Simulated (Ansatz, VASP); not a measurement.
## Two plane-wave programs on GdN

```
CELL_PARAMETERS angstrom
3.52451 0.00000 0.00000
-1.76225 3.05231 0.00000
1.76225 1.01744 2.87775
ATOMIC_POSITIONS crystal
Gd 0.00000 0.50000 0.50000
N 0.00000 0.00000 0.00000
```

Alike in both runs: task single point; functional PBE; k mesh 12 × 12 × 12; occupations gaussian, width 0.1 eV; collinear spin.

```csv
,VASP,Ansatz
version,VASP 6.6.1,Ansatz 0.2.0
potentials or method,"VASP PAW PBE potentials, release 64 (Gd, N), cutoff 520 eV","scalar-relativistic, plane waves, PAW"
valence electrons in the cell,23,23
```

```csv
,VASP,Ansatz,Ansatz less VASP
gap on the k mesh at the Fermi level (eV),none,none,-
pressure (GPa),-0.1,0.0,+0.05
net moment per atom (μB),3.50,3.50,0.000
size of the moment on the site where the two differ most (μB),6.80,6.86,+0.060
```

Site moments also hang on the region over which each program counts them. A gap of «none» marks a metal or a gap that the smearing closes.

Neither program's run includes spin-orbit coupling.
